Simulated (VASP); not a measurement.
# Ti (Im-3m) in VASP: single point with PBE

Aim: the single point of Ti with PBE.

Everything below comes from runs of VASP 6.6.1. Logs are shortened: lines on timing, memory, paths and dates and some standing lists are left out, and cuts for length are marked.

## 1. The cell of the first run

Symmetry: Im-3m, No. 229, cubic system. The conventional cell has a = 3.256 Å, b = 3.256 Å, c = 3.256 Å, α = 90.00°, β = 90.00°, γ = 90.00°. Ti (site symmetry m-3m) has 14 Ti at 2.82 to 3.26 Å within 3.7 Å.

This isn't the form of Ti at room conditions, which is hcp.

## 2. Single point, PBE

The input, INCAR:

```
  PREC = Accurate
  ENCUT = 520
  EDIFF = 1E-6
  ISMEAR = 0
  SIGMA = 0.1
  LREAL = False
  LASPH = True
  NELM = 80
  ALGO = Fast
  ISIF = 2
  LWAVE = False
  LCHARG = False
  GGA = PE
  NBANDS = 12
  ISYM = 0
```

The input, KPOINTS:

```
regular mesh
0
Gamma
  13 13 15
```

The input, POSCAR:

```
Ti
1.0
    2.8193504887      0.0000000000      0.0000000000
   -0.9397834962      2.6581091321      0.0000000000
    0.9397834962      1.3290545661      2.3019900344
Ti
1
Direct
    0.0000000000      0.0000000000      0.0000000000
```

Potentials or basis: VASP PAW PBE potentials, release 64 (Ti_sv).

The run is started by

```bash
> cat potpaw_PBE.64/Ti_sv/POTCAR > POTCAR
> mpirun -np 1 vasp_std > vasp.out
```

OUTCAR:

```text
PREC = Accurate
   ENCUT = 520
   EDIFF = 1E-6
   ISMEAR = 0
   LREAL = False
   LASPH = True
   NELM = 80
   ISIF = 2
   GGA = PE
   ISYM = 0

 ion  position               nearest neighbor table
   1  0.000  0.000  0.000-

IMPORTANT INFORMATION: All symmetrisations will be switched off!
NOSYMM: (Re-)initialisation of all symmetry stuff for point group C_1.

----------------------------------------------------------------------------------------

                                     Primitive cell

  volume of cell :      17.2514

  direct lattice vectors                    reciprocal lattice vectors
     2.819350489  0.000000000  0.000000000     0.354691623  0.125402426 -0.217203373
    -0.939783496  2.658109132  0.000000000     0.000000000  0.376207278 -0.217203373
     0.939783496  1.329054566  2.301990034     0.000000000  0.000000000  0.434406746

  length of vectors
     2.819350489  2.819350489  2.819350489     0.434406746  0.434406746  0.434406746

  position of ions in fractional coordinates (direct lattice)
     0.000000000  0.000000000  0.000000000

  ion indices of the primitive-cell ions
   primitive index   ion index
                 1           1

----------------------------------------------------------------------------------------

 KPOINTS: regular mesh

Automatic generation of k-mesh.
 Grid dimensions read from file:
 generate k-points for:   13   13   15

 Generating k-lattice:

  Cartesian coordinates                     Fractional coordinates (reciprocal lattice)
     0.027283971  0.009646340 -0.016707952     0.076923077 -0.000000000  0.000000000
     0.000000000  0.028939021 -0.016707952     0.000000000  0.076923077  0.000000000
     0.000000000  0.000000000  0.028960450     0.000000000  0.000000000  0.066666667

  Length of vectors
     0.033415904  0.033415904  0.028960450

  Shift w.r.t. Gamma in fractional coordinates (k-lattice)
     0.000000000  0.000000000  0.000000000

 -----------------------------------------------------------------------------
|                                                                             |
|           W    W    AA    RRRRR   N    N  II  N    N   GGGG   !!!           |
|           W    W   A  A   R    R  NN   N  II  NN   N  G    G  !!!           |
|           W    W  A    A  R    R  N N  N  II  N N  N  G       !!!           |
|           W WW W  AAAAAA  RRRRR   N  N N  II  N  N N  G  GGG   !            |
|           WW  WW  A    A  R   R   N   NN  II  N   NN  G    G                |
|           W    W  A    A  R    R  N    N  II  N    N   GGGG   !!!           |
|                                                                             |
|     Your reciprocal lattice and k-lattice belong to different lattice       |
|     classes:                                                                |
|                                                                             |
|        The reciprocal lattice is face-centered cubic,                       |
|        whereas your k-lattice is base-centered monoclinic.                  |
[... 80 lines left out ...]
  Fermi-wavevector in a.u.,A,eV,Ry     =   1.450530  2.741105 28.627177  2.104038
  Thomas-Fermi vector in A             =   2.568132
   LORBIT       =      0    0 simple, 1 ext, 2 COOP (PROOUT), +10 PAW based schemes
   GGA     = PE    functional components
   LHFCALC =     F    Hartree Fock is set to
   AEXX    =    0.0000 exact exchange contribution
   IVDW    =     0    specifies the selected vdW correction
   LEPSILON=     F    determine dielectric tensor
   LRPA    =     F    only Hartree local field effects (RPA)
 non-spin polarized calculation
 RMM-DIIS sequential band-by-band and
 Gauss-broadening in eV      SIGMA  =   0.10
  energy-cutoff  :      520.00
  volume of cell :       17.25
 maximum number of plane-waves:       478
 NGX is ok and might be reduce to    24
   NGX = 11   NGY = 11   NGZ = 11

 number of electron      11.9999997 magnetization

 Free energy of the ion-electron system (eV)
  ---------------------------------------------------
  ext. energy  EPLUGINS =         0.00000000
  ---------------------------------------------------
  free energy    TOTEN  =        -7.73048696 eV

  energy without entropy =       -7.71942719  energy(sigma->0) =       -7.72495708

 E-fermi :   8.1542     XC(G=0): -11.5256

 val. band max:        8.1534797356   @ k =  -0.3846   0.0000   0.4000
 cond. band min:       8.1570389195   @ k =   0.2308   0.2308  -0.0000
 fundamental gap:      0.0035591838
 Fermi energy:         8.1541723278

 k-point     1 :       0.0000    0.0000    0.0000
  band No.  band energies     occupation
      1     -48.3620      2.00000
      2     -24.2113      2.00000
      3     -24.2108      2.00000
      4     -24.2100      2.00000
      5       2.1885      2.00000
      6       9.1504      0.00000
      7       9.1511      0.00000
      8       9.1511      0.00000
      9      10.9219      0.00000
     10      10.9226      0.00000
     11      25.6163      0.00000
     12      25.6166      0.00000
[... 331 lines left out ...]
 k-point    24 :       0.2308    0.1538    0.0000
  band No.  band energies     occupation
      1     -48.2591      2.00000
      2     -24.6975      2.00000
      3     -24.3811      2.00000
      4     -24.2556      2.00000
      5       5.2559      2.00000
      6       8.0035      1.96692
      7       8.2491      0.17966
      8      10.5401      0.00000
      9      11.2531      0.00000
     10      11.7400      0.00000
     11      20.5876      0.00000
     12      21.7911      0.00000

 [... further k-points ...]

------------------------ aborting loop because EDIFF is reached ----------------------------------------

  FORCE on cell =-STRESS in cart. coord.  units (eV):
  Direction    XX          YY          ZZ          XY          YZ          ZX
  --------------------------------------------------------------------------------------
  -------------------------------------------------------------------------------------
  Total       -0.0405458     -0.0412455     -0.0201161     -0.0009699      0.0003747      0.0002619
  in kB       -3.7655770     -3.8305550     -1.8682243     -0.0900811      0.0347974      0.0243192
  external PRESSURE =      -3.1547854 kB  Pullay stress =       0.0000000 kB

 VOLUME and BASIS-vectors are now :
 -----------------------------------------------------------------------------
  energy-cutoff  :      520.00
  volume of cell :       17.25
      direct lattice vectors                 reciprocal lattice vectors
     2.819350489  0.000000000  0.000000000     0.354691623  0.125402426 -0.217203373
    -0.939783496  2.658109132  0.000000000     0.000000000  0.376207278 -0.217203373
     0.939783496  1.329054566  2.301990034     0.000000000  0.000000000  0.434406746

 POSITION                                       TOTAL-FORCE (eV/Angst)
 -----------------------------------------------------------------------------------
      0.00000      0.00000      0.00000        -0.000003      0.000005     -0.000000
 -----------------------------------------------------------------------------------
    total drift:                               -0.000003      0.000005     -0.000000

  FREE ENERGIE OF THE ION-ELECTRON SYSTEM (eV)
  ---------------------------------------------------
  free  energy   TOTEN  =        -7.7304869629 eV

  energy  without entropy=       -7.7194271921  energy(sigma->0) =       -7.72495708
```

OSZICAR:

```text
N       E                     dE             d eps       ncg     rms          rms(c)
DAV:   1     0.873774893794E+02    0.87377E+02   -0.65686E+03 30488   0.121E+03
DAV:   2    -0.439488959794E+01   -0.91772E+02   -0.89405E+02 31148   0.298E+02
DAV:   3    -0.866472447560E+01   -0.42698E+01   -0.42205E+01 42232   0.652E+01
[... 12 lines left out ...]
RMM:  16    -0.773048071080E+01   -0.73659E-05   -0.59913E-05 39531   0.405E-02    0.292E-02
RMM:  17    -0.773048272764E+01   -0.20168E-05   -0.33984E-05 34940   0.288E-02    0.125E-02
RMM:  18    -0.773048495474E+01   -0.22271E-05   -0.26239E-05 33026   0.244E-02    0.795E-04
RMM:  19    -0.773048630593E+01   -0.13512E-05   -0.13196E-05 26531   0.143E-02    0.107E-03
RMM:  20    -0.773048696288E+01   -0.65695E-06   -0.65851E-06 22702   0.949E-03
   1 F= -.77304870E+01 E0= -.77249571E+01  d E =-.110598E-01
```

Run time: 4.4 min. Hardware: 1 thread of Intel Xeon Platinum 8259CL at 2.50GHz (Skylake/Cascade Lake), shared host; peak memory 0.36 GiB.

What came out:

| Property | Result |
| --- | --- |
| Free energy | -7.7305 eV |
| Pressure | -0.3 GPa |
| Band gap on the k mesh | zero (bands 6 and 7 overlap by 1.56 eV) |

Levels at points of the mesh, in eV from the Fermi level:
```tsv
k point	band 4	band 5	band 6	band 7	band 8	band 9
(0.00, 0.00, 0.00)	-32.36	-5.97	1.00	1.00	1.00	2.77
```
